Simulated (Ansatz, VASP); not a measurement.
**One calculation of Al2O3, two programs**

```
Al O
1.0
     2.38025    1.37424    4.33187
    -2.38025    1.37424    4.33187
     0.00000   -2.74848    4.33187
Al O
4 6
Direct
  0.35216 0.35216 0.35216
  0.14784 0.14784 0.14784
  0.64784 0.64784 0.64784
  0.85216 0.85216 0.85216
  0.55668 0.94332 0.25000
  0.25000 0.55668 0.94332
  0.94332 0.25000 0.55668
  0.44332 0.05668 0.75000
  0.75000 0.44332 0.05668
  0.05668 0.75000 0.44332
```

Alike in both runs: task relaxation of cell and atoms; functional PBE; dispersion D3(BJ); k mesh 6 × 6 × 6; occupations gaussian, width 0.02 eV; no spin polarisation.

|  | VASP | Ansatz |
| --- | --- | --- |
| version | VASP 6.6.1 | Ansatz 0.2.0 |
| potentials or method | VASP PAW PBE potentials, release 64 (Al, O), cutoff 600 eV | scalar-relativistic, plane waves, PAW |
| valence electrons in the cell | 48 | 48 |

Ansatz gave:

| Property | Result |
| --- | --- |
| gap on the k mesh at the Fermi level, each at its own relaxed structure (eV) | 6.07 |
| relaxed volume (Å³/atom) | 8.60 |
| relaxed cell length with the largest relative difference (Å) | 5.148 |

Task: What did VASP give for the same quantities?

Result: gap on the k mesh at the Fermi level, each at its own relaxed structure (eV): 6.10; relaxed volume (Å³/atom): 8.58; relaxed cell length with the largest relative difference (Å): 5.145.
